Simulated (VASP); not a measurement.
# Na (Fd-3m) in VASP: notebook, part 2 of 2

VASP 6.6.1. Earlier steps stand in the parts before.

### 4 Single point, PBE

This run uses another cell than the first one, of 28.15 Å³/atom, 0.520 times its volume.

INCAR reads:

```
SYSTEM = Na
  PREC = Accurate
  ENCUT = 500
  EDIFF = 1E-6
  ISMEAR = -1
  SIGMA = 0.05
  LREAL = .FALSE.
  LASPH = .TRUE.
  NELM = 120
  ALGO = Normal
  ISIF = 2
  LWAVE = .FALSE.
  LCHARG = .FALSE.
  GGA = PE
  NBANDS = 14
  ISYM = 0
  GGA_COMPAT = .FALSE.
```

KPOINTS reads:

```
Automatic mesh
0
Gamma
  9 9 9
  0.5 0.5 0.5
```

POSCAR reads:

```
Na
1.0
    0.0000000000      3.0420980276      3.0420980276
    3.0420980276      0.0000000000      3.0420980276
    3.0420980276      3.0420980276      0.0000000000
Na
2
Direct
   -0.1250000000     -0.1250000000     -0.1250000000
    0.1250000000      0.1250000000      0.1250000000
```

Potentials or basis: VASP PAW PBE potentials, release 64 (Na_pv).

On the command line:

```bash
$ cat potpaw_PBE.64/Na_pv/POTCAR > POTCAR
$ mpirun -np 1 vasp_std > vasp.out
```

OUTCAR:

```text
SYSTEM = Na
   PREC = Accurate
   ENCUT = 500
   EDIFF = 1E-6
   ISMEAR = -1
   LREAL = .FALSE.
   LASPH = .TRUE.
   NELM = 120
   ISIF = 2
   GGA = PE
   ISYM = 0

 ion  position               nearest neighbor table
   1  0.875  0.875  0.875-   2 2.63   2 2.63   2 2.63   2 2.63
   2  0.125  0.125  0.125-   1 2.63   1 2.63   1 2.63   1 2.63

IMPORTANT INFORMATION: All symmetrisations will be switched off!
NOSYMM: (Re-)initialisation of all symmetry stuff for point group C_1.

----------------------------------------------------------------------------------------

                                     Primitive cell

  volume of cell :      56.3053

  direct lattice vectors                    reciprocal lattice vectors
     0.000000000  3.042098028  3.042098028    -0.164360253  0.164360253  0.164360253
     3.042098028  0.000000000  3.042098028     0.164360253 -0.164360253  0.164360253
     3.042098028  3.042098028  0.000000000     0.164360253  0.164360253 -0.164360253

  length of vectors
     4.302176289  4.302176289  4.302176289     0.284680308  0.284680308  0.284680308

  position of ions in fractional coordinates (direct lattice)
     0.875000000  0.875000000  0.875000000
     0.125000000  0.125000000  0.125000000

  ion indices of the primitive-cell ions
   primitive index   ion index
[... 132 lines left out ...]
      3     -24.4453      2.00000
      4     -24.2439      2.00000
      5     -24.2428      2.00000
      6     -24.2428      2.00000
      7      -2.5172      2.00000
      8       7.5778      0.00000
      9       8.0974      0.00000
     10       8.0974      0.00000
     11       8.8753      0.00000
     12       8.8753      0.00000
     13       9.0458      0.00000
     14      10.7826      0.00000
[... 377 lines left out ...]
      1     -24.4647      2.00000
      2     -24.4575      2.00000
      3     -24.4461      2.00000
      4     -24.2488      2.00000
      5     -24.2318      2.00000
      6     -24.2260      2.00000
      7      -1.7858      2.00000
      8       4.3442      0.00000
      9       6.6640      0.00000
     10       7.9293      0.00000
     11       8.6543      0.00000
     12       9.2515      0.00000
     13       9.5174      0.00000
     14      10.2467      0.00000

 [... further k-points ...]
[... 5 lines left out ...]
  --------------------------------------------------------------------------------------
  -------------------------------------------------------------------------------------
  Total        2.1236713      2.1236719      2.1236712     -0.0000290     -0.0000301     -0.0000295
  in kB       60.4293995     60.4294162     60.4293947     -0.0008259     -0.0008560     -0.0008393
  external PRESSURE =      60.4294035 kB  Pullay stress =       0.0000000 kB

 VOLUME and BASIS-vectors are now :
 -----------------------------------------------------------------------------
  energy-cutoff  :      500.00
  volume of cell :       56.31
      direct lattice vectors                 reciprocal lattice vectors
     0.000000000  3.042098028  3.042098028    -0.164360253  0.164360253  0.164360253
     3.042098028  0.000000000  3.042098028     0.164360253 -0.164360253  0.164360253
     3.042098028  3.042098028  0.000000000     0.164360253  0.164360253 -0.164360253

 POSITION                                       TOTAL-FORCE (eV/Angst)
 -----------------------------------------------------------------------------------
      5.32367      5.32367      5.32367        -0.000003     -0.000003     -0.000003
      0.76052      0.76052      0.76052         0.000003      0.000003      0.000003
 -----------------------------------------------------------------------------------
    total drift:                               -0.000000      0.000000      0.000000

  FREE ENERGIE OF THE ION-ELECTRON SYSTEM (eV)
  ---------------------------------------------------
  free  energy   TOTEN  =        -1.3510181906 eV

  energy  without entropy=       -1.3444658995  energy(sigma->0) =       -1.34774205
```

OSZICAR:

```text
N       E                     dE             d eps       ncg     rms          rms(c)
DAV:   1     0.103797760715E+03    0.10380E+03   -0.77086E+03 40916   0.103E+03
DAV:   2     0.268586895156E+01   -0.10111E+03   -0.99700E+02 43172   0.291E+02
DAV:   3    -0.132603074441E+01   -0.40119E+01   -0.40080E+01 51740   0.645E+01
DAV:   4    -0.137907360522E+01   -0.53043E-01   -0.53040E-01 46412   0.804E+00
DAV:   5    -0.138017368621E+01   -0.11001E-02   -0.11001E-02 53346   0.115E+00    0.511E-01
DAV:   6    -0.136326032015E+01    0.16913E-01   -0.39361E-03 64292   0.772E-01    0.324E-01
DAV:   7    -0.135106901944E+01    0.12191E-01   -0.91565E-03 62628   0.832E-01    0.400E-02
DAV:   8    -0.135101661892E+01    0.52401E-04   -0.73402E-04 48258   0.392E-01    0.572E-03
DAV:   9    -0.135101778120E+01   -0.11623E-05   -0.73238E-06 54000   0.240E-02    0.371E-03
DAV:  10    -0.135101819063E+01   -0.40943E-06   -0.31651E-07 31816   0.536E-03
   1 F= -.13510182E+01 E0= -.13477420E+01  d E =-.655229E-02
```

Wall time 5.9 min (1 thread of AMD EPYC 9R45 (Zen 5), shared host); peak memory 0.77 GiB.

Results:

```
Free energy            : -1.3510 eV
Pressure               : 6.0 GPa
Band gap on the k mesh : zero (band 7 reaches 1.95 eV, above the bottom of band 8 at 0.59 eV)
```

### 5 Summary

```csv
task,cell,k mesh,gap on the mesh (eV),pressure (GPa)
single point,"a = 5.350 Å, angles 60.0°, 2 atoms",9 × 9 × 9,none,0.0
relaxation of cell and atoms,"relaxed from a = 5.075 Å, angles 60.0°, 2 atoms",9 × 9 × 9,none,0.0
single point,"a = 4.302 Å, angles 60.0°, 2 atoms","9 × 9 × 9, shifted",none,6.0
```

Alike in all rows: level PBE; potentials or basis VASP PAW PBE potentials, release 64 (Na_pv); no spin polarisation; cutoff (eV) 500; smearing fermi-dirac 0.05 eV.

Caveats: the volume moved by over 15 % at a fixed basis, so the end points are rough (some runs).

Total energies depend on the potentials used, so only differences within one code and one set of settings carry meaning.
